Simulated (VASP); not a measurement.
Wanted: the native input for a VASP 6.6.1 run.

```
Task                   : single point
Functional             : PBE
Potentials or basis    : VASP PAW PBE potentials, release 64 (Ni, Si)
Cutoff                 : 520 eV
k mesh                 : 9 × 9 × 9
Occupations            : gaussian, width 0.027 eV
Spin                   : collinear spin, ferromagnetic start
Starting moments       : [1.0, 0.0, 0.0] μB
Dipole correction      : no
Further INCAR settings : ALGO = Normal; EDIFF = 1e-07; NBANDS = 20
```

The structure of Si2Ni lies in POSCAR:

```
Si2Ni
1.0
    0.0000000000      2.7030000000      2.7030000000
    2.7030000000      0.0000000000      2.7030000000
    2.7030000000      2.7030000000      0.0000000000
Ni Si
1 2
Direct
    0.0000000000      0.0000000000      0.0000000000
    0.7500000000      0.7500000000      0.7500000000
    0.2500000000      0.2500000000      0.2500000000
```

One way to write it, as run:

INCAR

```
ALGO = Normal
EDIFF = 1E-7
ENCUT = 520
GGA = PE
ISIF = 2
ISMEAR = 0
ISPIN = 2
LASPH = T
LCHARG = F
LMAXMIX = 4
LORBIT = 11
LREAL = F
LWAVE = F
MAGMOM = 1 0 0
NBANDS = 20
NELM = 150
PREC = Accurate
SIGMA = 0.027000000000000003
```

KPOINTS

```
k-points
0
Gamma
  9 9 9
```

Potentials or basis: VASP PAW PBE potentials, release 64 (Ni, Si).

Run with:

```bash
$ cat potpaw_PBE.64/Ni/POTCAR potpaw_PBE.64/Si/POTCAR > POTCAR
$ mpirun -np 1 vasp_std > vasp.out
```

Results of the run:

- Pressure: 3.9 GPa
- Band gap on the k mesh: zero (filled and empty bands overlap)
- Net moment: 0.00 μB per cell
- Valence electrons inside the program's atomic spheres: Ni 9.81; Si 1.59

It took 75 s on 1 thread of Intel(R) Xeon(R) Platinum 8259CL CPU @ 2.50GHz (Skylake/Cascade Lake), on a shared host, peak memory 0.19 GiB.
